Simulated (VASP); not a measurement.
Runs of VASP 6.6.1 on NbC4. The structure is that of space group Im-3m (No. 229), or close to it. The cells are those of the table. 

```csv
task,cell,k mesh,cutoff (eV),gap on the mesh (eV),pressure (GPa),relaxed volume (Å³/atom)
single point,"a = 4.270 Å, angles 109.5°, 5 atoms",10 × 10 × 10,520,none,-0.3,-
single point,"a = 4.266 Å, angles 109.5°, 5 atoms",4 × 4 × 4,520,none,(a),-
relaxation of cell and atoms,"relaxed from a = 4.650 Å, angles 109.5°, 5 atoms",4 × 4 × 4,600,none,-0.1,11.92
relaxation of cell and atoms,"relaxed from a = 4.276 Å, angles 109.5°, 5 atoms",10 × 10 × 10,600,none,0.0,11.96
```

Alike in all rows: level PBE; potentials or basis VASP PAW PBE potentials, release 64 (Nb_sv, C); no spin polarisation; smearing gaussian 0.1 eV.

Q: Estimate the missing entries.

A: (a) -0.6.

Caveats: some runs use coarse meshes; the volume moved by over 15 % at a fixed basis, so the end points are rough (some runs).

A k mesh can miss the band edges, and the runs leave out spin-orbit coupling on Nb.

A gap of «none» marks levels without a gap at the run's occupations.
